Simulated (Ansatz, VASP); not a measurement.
One calculation of Zr2TiB2, two programs

INCAR

```
PREC     = Accurate       # precision mode
ENCUT    = 600            # plane-wave cutoff, eV
EDIFF    = 1E-6           # SCF threshold, eV
ISMEAR   = 0              # smearing method
SIGMA    = 0.1            # smearing width, eV
LREAL    = False          # projectors in reciprocal space
LASPH    = True           # aspherical terms in the spheres
NELM     = 80             # most SCF steps
ALGO     = Normal         # electronic algorithm
ISIF     = 3              # what is computed and relaxed
LWAVE    = False          # write WAVECAR
LCHARG   = False          # write CHGCAR
GGA      = PE             # functional
IBRION   = 2              # ionic algorithm
NSW      = 90             # ionic steps
EDIFFG   = -0.04          # ionic threshold
```

The input KPOINTS:

```
Automatic mesh
0
Gamma
  6 2 6
```

File POSCAR:

```
Zr2TiB2
1.0
    3.1301136225      0.0000000000      0.0000000000
    0.0000000000      8.4907626907      0.0000000000
   -1.5433311038      0.0000000000      2.7288998640
Zr Ti B
2 1 2
Direct
    0.6291204926      0.2076303862      0.5706316043
    0.6291204926      0.7923696138      0.5706316043
    0.9734826626      0.5000000000      0.2014508694
    0.3000692264      0.0000000000      0.9124989672
    0.9691551942      0.0000000000      0.2434454006
```

Input for Ansatz:

```yaml
crystal:
  lattice:
    - [3.1301136225, 0.0, 0.0]
    - [0.0, 8.4907626907, 0.0]
    - [-1.5433311038, 0.0, 2.728899864]
  atoms:
    - { symbol: Zr, position: [0.6291204926, 0.2076303862, 0.5706316043] }
    - { symbol: Zr, position: [0.6291204926, 0.7923696138, 0.5706316043] }
    - { symbol: Ti, position: [0.9734826626, 0.5, 0.2014508694] }
    - { symbol: B, position: [0.3000692264, 0.0, 0.9124989672] }
    - { symbol: B, position: [0.9691551942, 0.0, 0.2434454006] }
basis:
  ecutwfc: 420
kpoints:
  mp_grid: { grid: [6, 2, 6] }
hamiltonian:
  xc: pbe
scf:
  occupations: { method: gaussian, width: 0.1 }
  lower_state_search: "off"
output:
  forces: true
  stress: true
  eigenvalues: true
relax:
  adjacent_minimum: "off"
  f_tol: 0.04
  max_steps: 70
  cell: { stress_tol: 0.4 }
```

Change from the starting cell: the structure that the rattled cell fell into.

Alike in both runs: task relaxation of cell and atoms; functional PBE; k mesh 6 × 2 × 6; occupations gaussian, width 0.1 eV; no spin polarisation.

|  | VASP | Ansatz |
| --- | --- | --- |
| version | VASP 6.6.1 | Ansatz 0.2.0 |
| potentials or method | VASP PAW PBE potentials, release 64 (Zr_sv, Ti_sv, B), cutoff 600 eV | scalar-relativistic, plane waves, PAW |
| valence electrons in the cell | 42 | 42 |

Ansatz gave:

| Item | Value |
| --- | --- |
| gap on the k mesh at the Fermi level, each at its own relaxed structure (eV) | none |
| relaxed volume (Å³/atom) | 14.71 |
| relaxed length of the cell vector where the two differ most in proportion (Å) | 8.510 |

Question: Which values does VASP return?

Answer: gap on the k mesh at the Fermi level, each at its own relaxed structure (eV): none; relaxed volume (Å³/atom): 14.75; relaxed length of the cell vector where the two differ most in proportion (Å): 8.532.

A gap of «none» marks a metal or a gap that the smearing closes.

The k mesh is coarse, so the values compare programs but aren't converged.
